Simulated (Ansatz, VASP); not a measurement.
**Two plane-wave programs on CaB6**

```
Ca B
1.0
     4.12704    0.00000    0.00000
     0.00000    4.12704    0.00000
     0.00000    0.00000    4.12704
Ca B
1 6
Direct
  0.50000 0.50000 0.50000
  0.00000 0.00000 0.29844
  0.00000 0.00000 0.70156
  0.29844 0.00000 0.00000
  0.70156 0.00000 0.00000
  0.00000 0.29844 0.00000
  0.00000 0.70156 0.00000
```

Alike in both runs: functional PBEsol; k mesh 10 × 10 × 10; occupations gaussian, width 0.01 eV; no spin polarisation.

Ansatz relaxed the structure, and its values are those at the end. VASP's run is a single point on that final structure, the one shown.

|  | VASP | Ansatz |
| --- | --- | --- |
| version | VASP 6.6.1 | Ansatz 0.2.0 |
| potentials or method | VASP PAW PBE potentials, release 64 (Ca_sv, B), cutoff 520 eV | scalar-relativistic, plane waves, PAW |
| valence electrons in the cell | 28 | 28 |

|  | VASP | Ansatz | Ansatz less VASP |
| --- | --- | --- | --- |
| gap on the k mesh at the Fermi level (eV) | 0.04 | 0.04 | -0.003 |
| least direct gap on the mesh (eV) | 0.04 | 0.04 | -0.003 |
| pressure (GPa) | 0.3 | 0.0 | -0.31 |
| rms of the force components (eV/Å) | 0.016 | 0.001 | -0.0156 |

VASP's potentials were made for PBE, not for PBEsol. With one functional, cell and mesh, what is left measures potentials, basis and numerics.
